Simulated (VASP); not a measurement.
# C (Imma) in VASP: further runs

The runs below take C through single point, with LDA.

Program: VASP 6.6.1. These are calculated values, not measurements. Logs are shortened: lines on timing, memory, paths and dates and some standing lists are left out, and cuts for length are marked.

## (1) The cell of the first run

Symmetry: Imma, No. 74, orthorhombic system. The conventional cell has a = 2.522 Å, b = 2.522 Å, c = 3.567 Å, α = 90.00°, β = 90.00°, γ = 90.00°. Within 1.8 Å of C (site symmetry mm2) lie 2 C at 1.34 Å.

## (2) Single point, LDA (atom 1 (C) moved by (-0.450, +0.000) A along x and y)

INCAR reads:

```
SYSTEM = C
PREC     = Accurate       ! precision mode
ENCUT    = 520            ! plane-wave cutoff, eV
EDIFF    = 1E-7           ! SCF threshold, eV
ISMEAR   = 1              ! smearing method
SIGMA    = 0.4            ! smearing width, eV
LREAL    = .False.        ! projectors in reciprocal space
LASPH    = .True.         ! aspherical terms in the spheres
NELM     = 100            ! most SCF steps
ALGO     = Normal         ! electronic algorithm
ISIF     = 2              ! what is computed and relaxed
LWAVE    = .False.        ! write WAVECAR
LCHARG   = .False.        ! write CHGCAR
NBANDS   = 11             ! bands
```

KPOINTS reads:

```
regular mesh
0
Gamma
  12 12 12
  0 0 0
```

POSCAR reads:

```
C
1.0
    0.0000000000      1.7834000000      1.7834000000
    1.7834000000      0.0000000000      1.7834000000
    1.7834000000      1.7834000000      0.0000000000
C
2
Direct
    0.6261635079      0.3738364921      0.3738364921
    0.7500000000      0.7500000000      0.7500000000
```

Potentials or basis: VASP PAW LDA potentials, release 64 (C).

Run with:

```sh
> cat potpaw_LDA.64/C/POTCAR > POTCAR
> mpirun -np 1 vasp_std > vasp.out
```

OUTCAR:

```text
SYSTEM = C
   PREC = Accurate
   ENCUT = 520
   EDIFF = 1E-7
   ISMEAR = 1
   LREAL = .False.
   LASPH = .True.
   NELM = 100
   ISIF = 2

 ion  position               nearest neighbor table
   1  0.626  0.374  0.374-   2 1.34   2 1.34   2 1.84   2 1.84
   2  0.750  0.750  0.750-   1 1.34   1 1.34   1 1.84   1 1.84

  LATTYP: Found a face centered cubic cell.
 ALAT       =     3.5668000000

  Lattice vectors:

 A1 = (   0.0000000000,   1.7834000000,   1.7834000000)
 A2 = (   1.7834000000,   0.0000000000,   1.7834000000)
 A3 = (   1.7834000000,   1.7834000000,   0.0000000000)

Analysis of symmetry for initial positions (statically):
=====================================================================
 Subroutine PRICEL returns:
 Original cell was already a primitive cell.

 Routine SETGRP: Setting up the symmetry group for a
 face centered cubic supercell.

 Subroutine GETGRP returns: Found  8 space group operations
 (whereof  4 operations were pure point group operations)
 out of a pool of 48 trial point group operations.

The static configuration has the point symmetry C_2v.
 The point group associated with its full space group is D_2h.

Analysis of symmetry for dynamics (positions and initial velocities):
=====================================================================
 Subroutine PRICEL returns:
 Original cell was already a primitive cell.

 Routine SETGRP: Setting up the symmetry group for a
 face centered cubic supercell.

 Subroutine GETGRP returns: Found  8 space group operations
 (whereof  4 operations were pure point group operations)
 out of a pool of 48 trial point group operations.

The dynamic configuration has the point symmetry C_2v.
 The point group associated with its full space group is D_2h.

 Subroutine INISYM returns: Found  8 space group operations
 (whereof  4 operations are pure point group operations),
 and found     1 'primitive' translations

----------------------------------------------------------------------------------------

                                     Primitive cell

  volume of cell :      11.3443

  direct lattice vectors                    reciprocal lattice vectors
     0.000000000  1.783400000  1.783400000    -0.280363351  0.280363351  0.280363351
     1.783400000  0.000000000  1.783400000     0.280363351 -0.280363351  0.280363351
     1.783400000  1.783400000  0.000000000     0.280363351  0.280363351 -0.280363351

  length of vectors
     2.522108467  2.522108467  2.522108467     0.485603568  0.485603568  0.485603568

  position of ions in fractional coordinates (direct lattice)
     0.626163508  0.373836492  0.373836492
     0.750000000  0.750000000  0.750000000

  ion indices of the primitive-cell ions
   primitive index   ion index
                 1           1
                 2           2

----------------------------------------------------------------------------------------

 KPOINTS: regular mesh

Automatic generation of k-mesh.
 Grid dimensions read from file:
 generate k-points for:   12   12   12

 Generating k-lattice:

  Cartesian coordinates                     Fractional coordinates (reciprocal lattice)
    -0.023363613  0.023363613  0.023363613     0.083333333  0.000000000  0.000000000
     0.023363613 -0.023363613  0.023363613     0.000000000  0.083333333  0.000000000
     0.023363613  0.023363613 -0.023363613     0.000000000  0.000000000  0.083333333

  Length of vectors
     0.040466964  0.040466964  0.040466964

  Shift w.r.t. Gamma in fractional coordinates (k-lattice)
     0.000000000  0.000000000  0.000000000

 Subroutine IBZKPT returns following result:
 ===========================================

 Found    280 irreducible k-points:

 Following reciprocal coordinates:
            Coordinates               Weight
  0.000000  0.000000  0.000000      1.000000
  0.083333  0.000000  0.000000      4.000000
  0.000000  0.083333  0.000000      4.000000
  0.166667  0.000000  0.000000      4.000000
  0.000000  0.166667  0.000000      4.000000
  0.250000  0.000000  0.000000      4.000000
[... 16 lines left out ...]
  0.166667 -0.083333 -0.083333      4.000000
  0.333333  0.083333  0.000000      8.000000
 [... further k-points ...]
   k-points           NKPTS =    280   k-points in BZ     NKDIM =    280   number of bands    NBANDS=     11
   number of dos      NEDOS =    301   number of ions     NIONS =      2
   total plane-waves  NPLWV =   8000
   dimension x,y,z NGX =    20 NGY =   20 NGZ =   20
   dimension x,y,z NGXF=    40 NGYF=   40 NGZF=   40
   ions per type =               2
   NGX,Y,Z   is equivalent  to a cutoff of  13.18, 13.18, 13.18 a.u.
   NGXF,Y,Z  is equivalent  to a cutoff of  26.37, 26.37, 26.37 a.u.
 SYSTEM =  C
   PREC   = accura    normal or accurate (medium, high low for compatibility)
   ISTART =      0    job   : 0-new  1-cont  2-samecut
   ICHARG =      2    charge: 1-file 2-atom 10-const
   ISPIN  =      1    spin polarized calculation?
   LNONCOLLINEAR =      F non collinear calculations
   LSORBIT =      F    spin-orbit coupling
   LASPH  =      T    aspherical Exc in radial PAW
   ENCUT  =  520.0 eV  38.22 Ry    6.18 a.u.   4.69  4.69  4.69*2*pi/ulx,y,z
   NELM   =    100;   NELMIN=  2; NELMDL= -5     # of ELM steps
   EDIFF  = 0.1E-06   stopping-criterion for ELM
   LREAL  =      F    real-space projection
   EDIFFG = 0.1E-05   stopping-criterion for IOM
   NSW    =      0    number of steps for IOM
   IBRION =     -1    ionic relax: 0-MD 1-quasi-New 2-CG
   NFREE  =      0    steps in history (QN), initial steepest desc. (CG)
   ISIF   =      2    stress and relaxation
   ISYM   =      2    0-nonsym 1-usesym 2-fastsym
   POTIM  = 0.5000    time-step for ionic-motion
   TEBEG  =    0.0;   TEEND  =   0.0 temperature during run
   PSTRESS=    0.0 pullay stress
   NELECT =       8.0000    total number of electrons
   NUPDOWN=      -1.0000    fix difference up-down
   EMIN   =  10.00;   EMAX   =-10.00  energy-range for DOS
   EFERMI =   0.00;   METHOD = LEGACY
   ISMEAR =     1;   SIGMA  =   0.40  broadening in eV -4-tet -1-fermi 0-gaus
   EFERMI_NEDOS =   21; number of points for ismear=-14 and -15
   IALGO  =     38    algorithm
   IMIX   =      4    mixing-type and parameters
     AMIX     =   0.40;   BMIX     =  1.00
     AMIX_MAG =   1.60;   BMIX_MAG =  1.00
  volume/ion in A,a.u.               =       5.67        38.28
  Fermi-wavevector in a.u.,A,eV,Ry     =   1.457178  2.753668 28.890189  2.123369
  Thomas-Fermi vector in A             =   2.574010
   LORBIT       =      0    0 simple, 1 ext, 2 COOP (PROOUT), +10 PAW based schemes
   GGA     = CA    functional components
   LHFCALC =     F    Hartree Fock is set to
   AEXX    =    0.0000 exact exchange contribution
   IVDW    =     0    specifies the selected vdW correction
   LEPSILON=     F    determine dielectric tensor
   LRPA    =     F    only Hartree local field effects (RPA)
 non-spin polarized calculation
 Methfessel and Paxton  Order N= 1 SIGMA  =   0.40
  energy-cutoff  :      520.00
  volume of cell :       11.34
 maximum number of plane-waves:       316
   NGX =  9   NGY =  9   NGZ =  9

 number of electron       7.9999999 magnetization

 Free energy of the ion-electron system (eV)
  ---------------------------------------------------
  ext. energy  EPLUGINS =         0.00000000
  ---------------------------------------------------
  free energy    TOTEN  =       -17.40978302 eV

  energy without entropy =      -17.40985484  energy(sigma->0) =      -17.40980696

 E-fermi :  11.5532     XC(G=0): -13.5030

 val. band max:       11.4813924771   @ k =   0.3333   0.3333   0.0000
 cond. band min:      11.5650744649   @ k =   0.5000   0.5000   0.0000
 fundamental gap:      0.0836819877
 Fermi energy:        11.5531856851

 k-point     1 :       0.0000    0.0000    0.0000
  band No.  band energies     occupation
      1     -11.8430      2.00000
      2       3.3131      2.00000
      3      10.4920      2.00114
      4      12.3306     -0.01910
      5      12.5182     -0.00339
      6      16.2815     -0.00000
      7      22.3290      0.00000
      8      22.6814      0.00000
      9      27.2927      0.00000
     10      31.8593      0.00000
     11      35.9883      0.00000

 k-point     2 :       0.0833    0.0000    0.0000
  band No.  band energies     occupation
      1     -11.6533      2.00000
      2       3.2290      2.00000
      3       9.2329      2.00000
      4      11.8456      0.05955
      5      12.9487     -0.00001
      6      16.8772     -0.00000
      7      22.5835      0.00000
      8      22.6959      0.00000
      9      27.7276      0.00000
     10      31.8483      0.00000
     11      34.5400      0.00000

 k-point     3 :       0.0000    0.0833    0.0000
  band No.  band energies     occupation
      1     -11.6592      2.00000
      2       2.9759      2.00000
      3      10.3932      2.00032
      4      11.2379      1.97392
      5      13.0781     -0.00000
      6      16.2350     -0.00000
      7      22.7363      0.00000
      8      23.1100      0.00000
      9      27.4937      0.00000
     10      31.2065      0.00000
     11      34.8697      0.00000

 k-point     4 :       0.1667    0.0000    0.0000
  band No.  band energies     occupation
      1     -11.0877      2.00000
      2       3.0084      2.00000
      3       6.6328      2.00000
      4      11.4054      1.58037
      5      13.1092     -0.00000
      6      17.7709     -0.00000
      7      22.7410      0.00000
      8      23.1987      0.00000
      9      28.7615      0.00000
     10      31.4774      0.00000
     11      32.8907      0.00000

 k-point     5 :       0.0000    0.1667    0.0000
  band No.  band energies     occupation
      1     -11.1099      2.00000
      2       1.9993      2.00000
      3       9.5671      2.00000
      4      10.1694      2.00001
      5      13.6865     -0.00000
      6      15.9814     -0.00000
      7      23.1899      0.00000
      8      24.5538      0.00000
      9      27.7946      0.00000
     10      30.8385      0.00000
     11      32.9368      0.00000
[... 211 lines left out ...]
 k-point    21 :       0.0000    0.2500    0.0833
  band No.  band energies     occupation
      1     -10.3541      2.00000
      2       1.1372      2.00000
      3       8.0046      2.00000
      4       8.5599      2.00000
      5      14.1973     -0.00000
      6      17.5244     -0.00000
      7      22.9178      0.00000
      8      25.3074      0.00000
      9      26.4796      0.00000
     10      32.8643      0.00000
     11      33.1432      0.00000

 k-point    22 :       0.0833    0.0000    0.2500
  band No.  band energies     occupation
      1     -10.3933      2.00000
      2       0.9691      2.00000
      3       7.8911      2.00000
      4      10.5349      2.00188
      5      13.4007     -0.00000
      6      15.4939     -0.00000
      7      23.8397      0.00000
      8      25.3334      0.00000
      9      28.8581      0.00000
     10      30.3443      0.00000
     11      32.4962      0.00000

 k-point    23 :       0.1667   -0.0833   -0.0833
  band No.  band energies     occupation
      1     -10.3357      2.00000
      2       2.4567      2.00000
      3       4.6535      2.00000
      4      10.6165      2.00456
      5      13.1652     -0.00000
      6      18.7343     -0.00000
      7      22.8980      0.00000
      8      24.1760      0.00000
      9      27.6582      0.00000
     10      30.9548      0.00000
     11      34.5537      0.00000

 k-point    24 :       0.3333    0.0833    0.0000
  band No.  band energies     occupation
      1      -9.2136      2.00000
      2       2.0378      2.00000
      3       2.3607      2.00000
      4       9.7631      2.00000
      5      13.3037     -0.00000
      6      18.4042     -0.00000
      7      22.3583      0.00000
      8      24.2748      0.00000
      9      30.1912      0.00000
     10      32.0395      0.00000
     11      33.3537      0.00000

 [... further k-points ...]

------------------------ aborting loop because EDIFF is reached ----------------------------------------

  FORCE on cell =-STRESS in cart. coord.  units (eV):
  Direction    XX          YY          ZZ          XY          YZ          ZX
  --------------------------------------------------------------------------------------
  -------------------------------------------------------------------------------------
  Total        3.2972568      3.4583580      3.4583580      0.0000000      0.0484112      0.0000000
  in kB      465.6794550    488.4321568    488.4321568      0.0000000      6.8372260      0.0000000
  external PRESSURE =     480.8479229 kB  Pullay stress =       0.0000000 kB

 VOLUME and BASIS-vectors are now :
 -----------------------------------------------------------------------------
  energy-cutoff  :      520.00
  volume of cell :       11.34
      direct lattice vectors                 reciprocal lattice vectors
     0.000000000  1.783400000  1.783400000    -0.280363351  0.280363351  0.280363351
     1.783400000  0.000000000  1.783400000     0.280363351 -0.280363351  0.280363351
     1.783400000  1.783400000  0.000000000     0.280363351  0.280363351 -0.280363351

 POSITION                                       TOTAL-FORCE (eV/Angst)
 -----------------------------------------------------------------------------------
      1.33340      1.78340      1.78340         8.536059     -0.000000     -0.000000
      2.67510      2.67510      2.67510        -8.536059      0.000000      0.000000
 -----------------------------------------------------------------------------------
    total drift:                                0.000002      0.000000     -0.000000

  FREE ENERGIE OF THE ION-ELECTRON SYSTEM (eV)
  ---------------------------------------------------
  free  energy   TOTEN  =       -17.4097830210 eV

  energy  without entropy=      -17.4098548427  energy(sigma->0) =      -17.40980696
```

Run time: 11 s. Hardware: 1 thread of Intel Xeon 6975P-C (Granite Rapids), shared host; peak memory 0.13 GiB.

What came out:

| Property | Result |
| --- | --- |
| Free energy | -17.4098 eV |
| Pressure | 48.1 GPa |
| Largest force | 8.536 eV/Å |
| Band gap on the k mesh | zero (band 4 reaches 12.33 eV, above the bottom of band 5 at 11.33 eV) |

Forces in eV/Å, atoms in the order of the input:
```
C    8.536  0.000  0.000
C   -8.536  0.000  0.000
```

Levels at points of the mesh, in eV from the Fermi level:
```
           k point  band 1  band 2  band 3  band 4  band 5  band 6  band 7  band 8
(0.00, 0.00, 0.00)  -23.40   -8.24   -1.06    0.78    0.97    4.73   10.78   11.13
(0.50, 0.00, 0.00)  -18.21  -14.15   -9.34   -0.27    0.07    7.32   11.20   12.05
(0.00, 0.50, 0.00)  -17.28  -16.95   -5.46   -1.72    2.25    3.65   13.56   14.71
(0.50, 0.50, 0.00)  -15.47  -15.47   -6.86   -6.86    0.01    0.01   18.86   18.86
(0.00, 0.50, 0.50)  -15.75  -13.34  -11.28   -7.25    1.40    4.83   12.37   14.71
```

Caveat: the cell differs from its parent crystal (atom 1 (C) moved by (-0.450, +0.000) A along x and y); forces of over 1 eV/Å act on the atoms, so gaps and moduli don't describe the material at rest.

(Part 1 of 2 ends here.)
